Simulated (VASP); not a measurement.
FeAs2, 6 atoms in the cell. It takes space group Pnnm (No. 58, orthorhombic). Conventional cell: a = 5.203 Å, b = 5.858 Å, c = 2.822 Å, α = 90.00°, β = 90.00°, γ = 90.00°. Within 3.1 Å of Fe (site symmetry 2/m) lie 6 As at 2.31 to 2.33 Å and 2 Fe at 2.82 Å. As (site symmetry m) has 3 Fe at 2.31 to 2.33 Å and 3 As at 2.49 to 2.82 Å within 3.1 Å. 

- Program: VASP 6.6.1
- Task: single point
- Functional: LDA
- Potentials or basis: VASP PAW LDA potentials, release 64 (Fe, As)
- Cutoff: 520 eV
- k mesh: 8 × 6 × 12
- Occupations: gaussian, width 0.01 eV
- Spin: no spin polarisation
- Dipole correction: no
- k mesh for the DOS: 12 × 9 × 18
- Occupations for the DOS: tetrahedron
- Further INCAR settings: ALGO = Normal; EDIFF = 1e-06

Potentials or basis: VASP PAW LDA potentials, release 64 (Fe, As).

The run is started by

```console
$ cat potpaw_LDA.64/Fe/POTCAR potpaw_LDA.64/As/POTCAR > POTCAR
$ cp INCAR.step1 INCAR
$ cp KPOINTS.step1 KPOINTS
$ mpirun -np 1 vasp_std > vasp.out
$ cp INCAR.step2 INCAR
$ cp KPOINTS.step2 KPOINTS
$ mpirun -np 1 vasp_std > vasp.out
```

Hardware: 1 thread of Intel(R) Xeon(R) 6975P-C (Granite Rapids), with other jobs on the host.

Estimate the wall time of this run.

Wall time 7 min on 1 thread of Intel(R) Xeon(R) 6975P-C (Granite Rapids) (shared host), peak memory 0.65 GiB. Counts: k points 350.
